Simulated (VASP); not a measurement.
# Ta in VASP: further runs

Ta is run at these levels: PBEsol; tasks: single point.

Everything below comes from runs of VASP 6.6.1. Logs are shortened: lines on timing, memory, paths and dates and some standing lists are left out, and cuts for length are marked.

### Step 1. The cell of the first run

The cell holds a slab with vacuum, 6 atoms: a = 2.841 Å, b = 2.841 Å, c = 26.598 Å, α = 90.00°, β = 90.00°, γ = 109.47°.

### Step 2. Single point, PBEsol

Contents of INCAR:

```
SYSTEM = Ta
  ALGO = Fast
  DIPOL = 0.5 0.5 0.500
  EDIFF = 1E-6
  ENCUT = 520
  GGA = PS
  IDIPOL = 3
  ISIF = 2
  ISMEAR = 0
  LASPH = .TRUE.
  LCHARG = .TRUE.
  LDIPOL = .TRUE.
  LELF = .TRUE.
  LREAL = .FALSE.
  LVACPOTAV = .TRUE.
  LVHAR = .TRUE.
  LWAVE = .FALSE.
  NBANDS = 42
  NELM = 60
  PREC = Accurate
  SIGMA = 0.1
```

Contents of KPOINTS:

```
k-points
0
G
  13 13 1
  0 0 0
```

Contents of POSCAR:

```
Ta
1.0
    2.8410132488      0.0000000000      0.0000000000
   -0.9470044163      2.6785329782      0.0000000000
    0.0000000000      0.0000000000     26.5983880200
Ta
6
Direct
    0.5000000000      0.5000000000      0.2819719749
    0.0000000000      0.0000000000      0.3691831850
    0.5000000000      0.5000000000      0.4563943950
    0.0000000000      0.0000000000      0.5436056050
    0.5000000000      0.5000000000      0.6308168150
    0.0000000000      0.0000000000      0.7180280251
```

Potentials or basis: VASP PAW PBE potentials, release 64 (Ta_pv).

Launch:

```console
$ cat potpaw_PBE.64/Ta_pv/POTCAR > POTCAR
$ mpirun -np 1 vasp_std > vasp.out
```

OUTCAR:

```text
SYSTEM = Ta
   EDIFF = 1E-6
   ENCUT = 520
   GGA = PS
   ISIF = 2
   ISMEAR = 0
   LASPH = .TRUE.
   LREAL = .FALSE.
   NELM = 60
   PREC = Accurate

 ion  position               nearest neighbor table
   1  0.500  0.500  0.282-   2 2.84   2 2.84   2 3.28   2 3.28
   2  0.000  0.000  0.369-   3 2.84   3 2.84   1 2.84   1 2.84   3 3.28   3 3.28   1 3.28   1 3.28

   3  0.500  0.500  0.456-   2 2.84   2 2.84   4 2.84   4 2.84   2 3.28   2 3.28   4 3.28   4 3.28

   4  0.000  0.000  0.544-   5 2.84   5 2.84   3 2.84   3 2.84   5 3.28   5 3.28   3 3.28   3 3.28

   5  0.500  0.500  0.631-   4 2.84   4 2.84   6 2.84   6 2.84   4 3.28   4 3.28   6 3.28   6 3.28

   6  0.000  0.000  0.718-   5 2.84   5 2.84   5 3.28   5 3.28

  LATTYP: Found a base centered orthorhombic cell.
 ALAT       =     3.2805195279
 B/A-ratio  =     1.4142135624
 C/A-ratio  =     8.1079803957

  Lattice vectors:

 A1 = (   2.8410132488,   0.0000000000,   0.0000000000)
 A2 = (  -0.9470044163,   2.6785329782,   0.0000000000)
 A3 = (   0.0000000000,   0.0000000000,  26.5983880200)

Analysis of symmetry for initial positions (statically):
=====================================================================
 Subroutine PRICEL returns:
 Original cell was already a primitive cell.

 Routine SETGRP: Setting up the symmetry group for a
 base centered orthorhombic supercell.

 Subroutine GETGRP returns: Found  8 space group operations
 (whereof  4 operations were pure point group operations)
 out of a pool of  8 trial point group operations.

The static configuration has the point symmetry C_2v.
 The point group associated with its full space group is D_2h.

Analysis of symmetry for dynamics (positions and initial velocities):
=====================================================================
 Subroutine PRICEL returns:
 Original cell was already a primitive cell.

 Routine SETGRP: Setting up the symmetry group for a
 base centered orthorhombic supercell.

 Subroutine GETGRP returns: Found  8 space group operations
 (whereof  4 operations were pure point group operations)
 out of a pool of  8 trial point group operations.

The dynamic configuration has the point symmetry C_2v.
 The point group associated with its full space group is D_2h.

 Subroutine INISYM returns: Found  8 space group operations
 (whereof  4 operations are pure point group operations),
 and found     1 'primitive' translations

----------------------------------------------------------------------------------------

                                     Primitive cell

  volume of cell :     202.4070

  direct lattice vectors                    reciprocal lattice vectors
     2.841013249  0.000000000  0.000000000     0.351987095  0.124446231  0.000000000
    -0.947004416  2.678532978  0.000000000     0.000000000  0.373338693  0.000000000
     0.000000000  0.000000000 26.598388020     0.000000000  0.000000000  0.037596263

  length of vectors
     2.841013249  2.841013249 26.598388020     0.373338693  0.373338693  0.037596263

  position of ions in fractional coordinates (direct lattice)
     0.500000000  0.500000000  0.281971975
     0.000000000  0.000000000  0.369183185
     0.500000000  0.500000000  0.456394395
     0.000000000  0.000000000  0.543605605
     0.500000000  0.500000000  0.630816815
     0.000000000  0.000000000  0.718028025

  ion indices of the primitive-cell ions
   primitive index   ion index
                 1           1
                 2           2
                 3           3
                 4           4
                 5           5
                 6           6

----------------------------------------------------------------------------------------

 KPOINTS: k-points

Automatic generation of k-mesh.
 Grid dimensions read from file:
 generate k-points for:   13   13    1

 Generating k-lattice:

  Cartesian coordinates                     Fractional coordinates (reciprocal lattice)
     0.027075930  0.009572787  0.000000000     0.076923077  0.000000000  0.000000000
     0.000000000  0.028718361  0.000000000     0.000000000  0.076923077  0.000000000
     0.000000000  0.000000000  0.037596263     0.000000000  0.000000000  1.000000000

  Length of vectors
     0.028718361  0.028718361  0.037596263

  Shift w.r.t. Gamma in fractional coordinates (k-lattice)
     0.000000000  0.000000000  0.000000000

 Subroutine IBZKPT returns following result:
 ===========================================

 Found     49 irreducible k-points:

 Following reciprocal coordinates:
            Coordinates               Weight
  0.000000  0.000000  0.000000      1.000000
  0.076923  0.000000  0.000000      4.000000
  0.153846 -0.000000  0.000000      4.000000
  0.230769 -0.000000  0.000000      4.000000
  0.307692 -0.000000  0.000000      4.000000
  0.384615  0.000000  0.000000      4.000000
[... 16 lines left out ...]
  0.384615  0.153846  0.000000      4.000000
  0.461538  0.153846  0.000000      4.000000
 [... further k-points ...]
   k-points           NKPTS =     49   k-points in BZ     NKDIM =     49   number of bands    NBANDS=     42
   number of dos      NEDOS =    301   number of ions     NIONS =      6
   total plane-waves  NPLWV = 115200
   dimension x,y,z NGX =    24 NGY =   24 NGZ =  200
   dimension x,y,z NGXF=    48 NGYF=   48 NGZF=  400
   ions per type =               6
   NGX,Y,Z   is equivalent  to a cutoff of  14.04, 14.04, 12.50 a.u.
   NGXF,Y,Z  is equivalent  to a cutoff of  28.09, 28.09, 25.00 a.u.
 SYSTEM =  Ta
   PREC   = accura    normal or accurate (medium, high low for compatibility)
   ISTART =      0    job   : 0-new  1-cont  2-samecut
   ICHARG =      2    charge: 1-file 2-atom 10-const
   ISPIN  =      1    spin polarized calculation?
   LNONCOLLINEAR =      F non collinear calculations
   LSORBIT =      F    spin-orbit coupling
   LASPH  =      T    aspherical Exc in radial PAW
   ENCUT  =  520.0 eV  38.22 Ry    6.18 a.u.   5.28  5.28 49.46*2*pi/ulx,y,z
   NELM   =     60;   NELMIN=  2; NELMDL= -5     # of ELM steps
   EDIFF  = 0.1E-05   stopping-criterion for ELM
   LREAL  =      F    real-space projection
   EDIFFG = 0.1E-04   stopping-criterion for IOM
   NSW    =      0    number of steps for IOM
   IBRION =     -1    ionic relax: 0-MD 1-quasi-New 2-CG
   NFREE  =      0    steps in history (QN), initial steepest desc. (CG)
   ISIF   =      2    stress and relaxation
   ISYM   =      2    0-nonsym 1-usesym 2-fastsym
   POTIM  = 0.5000    time-step for ionic-motion
   TEBEG  =    0.0;   TEEND  =   0.0 temperature during run
   PSTRESS=    0.0 pullay stress
   NELECT =      66.0000    total number of electrons
   NUPDOWN=      -1.0000    fix difference up-down
   EMIN   =  10.00;   EMAX   =-10.00  energy-range for DOS
   EFERMI =   0.00;   METHOD = LEGACY
   ISMEAR =     0;   SIGMA  =   0.10  broadening in eV -4-tet -1-fermi 0-gaus
   EFERMI_NEDOS =   21; number of points for ismear=-14 and -15
   IALGO  =     68    algorithm
   IMIX   =      4    mixing-type and parameters
     AMIX     =   0.40;   BMIX     =  1.00
     AMIX_MAG =   1.60;   BMIX_MAG =  1.00
  volume/ion in A,a.u.               =      33.73       227.65
  Fermi-wavevector in a.u.,A,eV,Ry     =   1.126802  2.129347 17.275083  1.269683
  Thomas-Fermi vector in A             =   2.263485
   LORBIT       =      0    0 simple, 1 ext, 2 COOP (PROOUT), +10 PAW based schemes
   GGA     = PS    functional components
   LHFCALC =     F    Hartree Fock is set to
   AEXX    =    0.0000 exact exchange contribution
   IVDW    =     0    specifies the selected vdW correction
   LEPSILON=     F    determine dielectric tensor
   LRPA    =     F    only Hartree local field effects (RPA)
 non-spin polarized calculation
 RMM-DIIS sequential band-by-band and
 Gauss-broadening in eV      SIGMA  =   0.10
  energy-cutoff  :      520.00
  volume of cell :      202.41
 maximum number of plane-waves:      5495
 NGX is ok and might be reduce to    24
   NGX = 11   NGY = 11   NGZ = 99

 number of electron      66.0000010 magnetization

 dipolmoment           0.000000      0.000000      0.000000 electrons x Angstroem

 Free energy of the ion-electron system (eV)
  ---------------------------------------------------
  ext. energy  EPLUGINS =         0.00000000
  ---------------------------------------------------
  free energy    TOTEN  =       -72.81127610 eV

  energy without entropy =      -72.76922661  energy(sigma->0) =      -72.79025135

 E-fermi :   0.6968     XC(G=0):  -7.5320

 val. band max:        0.6875930496   @ k =   0.1538  -0.0000   0.0000
 cond. band min:       0.7009754733   @ k =   0.4615   0.1538   0.0000
 fundamental gap:      0.0133824237
 Fermi energy:         0.6968188929

 k-point     1 :       0.0000    0.0000    0.0000
  band No.  band energies     occupation
      1     -33.6138      2.00000
      2     -33.5827      2.00000
      3     -33.2763      2.00000
      4     -32.9773      2.00000
      5     -32.8946      2.00000
      6     -32.8941      2.00000
[... 34 lines left out ...]
     41       4.1150      0.00000
     42       4.5156      0.00000

 k-point     2 :       0.0769    0.0000    0.0000
  band No.  band energies     occupation
      1     -33.5981      2.00000
      2     -33.5715      2.00000
      3     -33.2729      2.00000
      4     -33.0094      2.00000
      5     -32.9240      2.00000
      6     -32.8988      2.00000
[... 34 lines left out ...]
     41       3.9174      0.00000
     42       4.0310      0.00000

 k-point     3 :       0.1538   -0.0000    0.0000
  band No.  band energies     occupation
      1     -33.5557      2.00000
      2     -33.5418      2.00000
      3     -33.2689      2.00000
      4     -33.1047      2.00000
      5     -33.0277      2.00000
      6     -32.9417      2.00000
[... 897 lines left out ...]
      4     -33.4812      2.00000
      5     -33.2773      2.00000
      6     -33.2753      2.00000
[... 34 lines left out ...]
     41       4.5532      0.00000
     42       5.2610      0.00000

 k-point    24 :       0.4615    0.1538    0.0000
  band No.  band energies     occupation
      1     -33.6771      2.00000
      2     -33.6756      2.00000
      3     -33.5113      2.00000
      4     -33.4984      2.00000
      5     -33.3409      2.00000
      6     -33.3025      2.00000
[... 34 lines left out ...]
     41       4.3989      0.00000
     42       4.4704      0.00000

 [... further k-points ...]

------------------------ aborting loop because EDIFF is reached ----------------------------------------

  FORCE on cell =-STRESS in cart. coord.  units (eV):
  Direction    XX          YY          ZZ          XY          YZ          ZX
  --------------------------------------------------------------------------------------
  -------------------------------------------------------------------------------------
  Total       -4.2935660     -4.1331105     -2.7148014      0.2269183      0.0000000      0.0000000
  in kB      -33.9862422    -32.7161376    -21.4893394      1.7961992      0.0000000      0.0000000
  external PRESSURE =     -29.3972397 kB  Pullay stress =       0.0000000 kB

 VOLUME and BASIS-vectors are now :
 -----------------------------------------------------------------------------
  energy-cutoff  :      520.00
  volume of cell :      202.41
      direct lattice vectors                 reciprocal lattice vectors
     2.841013249  0.000000000  0.000000000     0.351987095  0.124446231  0.000000000
    -0.947004416  2.678532978  0.000000000     0.000000000  0.373338693  0.000000000
     0.000000000  0.000000000 26.598388020     0.000000000  0.000000000  0.037596263

 POSITION                                       TOTAL-FORCE (eV/Angst)
 -----------------------------------------------------------------------------------
      0.94700      1.33927      7.50000        -0.000000      0.000000      0.494939
      0.00000      0.00000      9.81968         0.000000      0.000000     -0.393184
      0.94700      1.33927     12.13936        -0.000000      0.000000     -0.141715
      0.00000      0.00000     14.45903        -0.000000      0.000000      0.141715
      0.94700      1.33927     16.77871        -0.000000      0.000000      0.393184
      0.00000      0.00000     19.09839        -0.000000      0.000000     -0.494939
 -----------------------------------------------------------------------------------
    total drift:                                0.000000     -0.000000      0.000000

  FREE ENERGIE OF THE ION-ELECTRON SYSTEM (eV)
  ---------------------------------------------------
  free  energy   TOTEN  =       -72.8112761021 eV

  energy  without entropy=      -72.7692266078  energy(sigma->0) =      -72.79025135

 vacuum level on the upper side and lower side of the slab         5.601         5.601
```

Run time: 23 min. Hardware: 1 thread of Intel Xeon 8259CL, shared host; peak memory 0.51 GiB.

Results:

* Free energy: -72.8113 eV
* Largest force: 0.495 eV/Å
* Band gap on the k mesh: zero (bands 33 and 34 overlap by 2.21 eV)

Forces in eV/Å, atoms in the order of the input:
```
Ta   0.000  0.000  0.495
Ta   0.000  0.000 -0.393
Ta   0.000  0.000 -0.142
Ta   0.000  0.000  0.142
Ta   0.000  0.000  0.393
Ta   0.000  0.000 -0.495
```

Levels at points of the mesh, in eV from the Fermi level:
```
           k point  band 31  band 32  band 33  band 34  band 35  band 36
(0.00, 0.00, 0.00)     0.10     0.10     0.35     0.56     0.66     0.67
```

Caveat: the PAW data sets were made with another functional, which shifts forces and pressure a little; spin-orbit coupling is left out, which moves the levels of the heavy elements.

(Part 1 of 2 ends here.)
